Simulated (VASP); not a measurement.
Input of a VASP 6.6.1 run:

Contents of INCAR:

```
SYSTEM = Bi2Se3
  PREC = Accurate
  ENCUT = 520
  EDIFF = 1E-7
  ISMEAR = -1
  SIGMA = 0.05
  LREAL = .False.
  LASPH = .True.
  NELM = 100
  ALGO = Normal
  ISIF = 2
  LWAVE = .False.
  LCHARG = .True.
  GGA = PE
  LELF = .True.
  LVHAR = .True.
  NBANDS = 32
```

KPOINTS

```
Automatic mesh
0
Gamma
  8 8 8
  0 0 0
```

The input POSCAR:

```
Bi2Se3
1.0
    2.0715000000      1.1959810826      9.5453333333
   -2.0715000000      1.1959810826      9.5453333333
    0.0000000000     -2.3919621653      9.5453333333
Bi Se
2 3
Direct
    0.5992000000      0.5992000000      0.5992000000
    0.4008000000      0.4008000000      0.4008000000
    0.7883000000      0.7883000000      0.7883000000
    0.2117000000      0.2117000000      0.2117000000
    0.0000000000      0.0000000000      0.0000000000
```

Potentials or basis: VASP PAW PBE potentials, release 64 (Bi_d, Se).

Run with:

```console
$ cat potpaw_PBE.64/Bi_d/POTCAR potpaw_PBE.64/Se/POTCAR > POTCAR
$ mpirun -np 1 vasp_std > vasp.out
```

(1) Predict the largest force.

(2) Predict the band gap on the k mesh.

Results:

(1) 0.172 eV/Å.

(2) 0.21 eV, direct.

Caveat: spin-orbit coupling is left out, which moves the levels of the heavy elements.
